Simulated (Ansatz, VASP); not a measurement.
One calculation of Al, two programs

```
Al
1.0
     3.99988    0.00000    0.00000
    -1.99994    3.46399    0.00000
     0.00000    0.00000    2.96600
Al
2
Direct
  0.66667 0.33333 0.75000
  0.33333 0.66667 0.25000
```

Alike in both runs: task relaxation of cell and atoms; functional PBE; k mesh 18 × 18 × 18; occupations gaussian, width 0.1 eV; no spin polarisation.

|  | VASP | Ansatz |
| --- | --- | --- |
| version | VASP 6.6.1 | Ansatz 0.2.0 |
| potentials or method | VASP PAW PBE potentials, release 64 (Al), cutoff 600 eV | scalar-relativistic, plane waves, PAW |
| valence electrons in the cell | 6 | 6 |

VASP gave:

| Property | Result |
| --- | --- |
| gap on the k mesh at the Fermi level, each at its own relaxed structure (eV) | none |
| relaxed volume (Å³/atom) | 20.57 |
| relaxed cell length with the largest relative difference (Å) | 2.744 |

Q: Estimate Ansatz's values.

A: gap on the k mesh at the Fermi level, each at its own relaxed structure (eV): none; relaxed volume (Å³/atom): 20.58; relaxed cell length with the largest relative difference (Å): 2.745.

A gap of «none» marks a metal or a gap that the smearing closes.
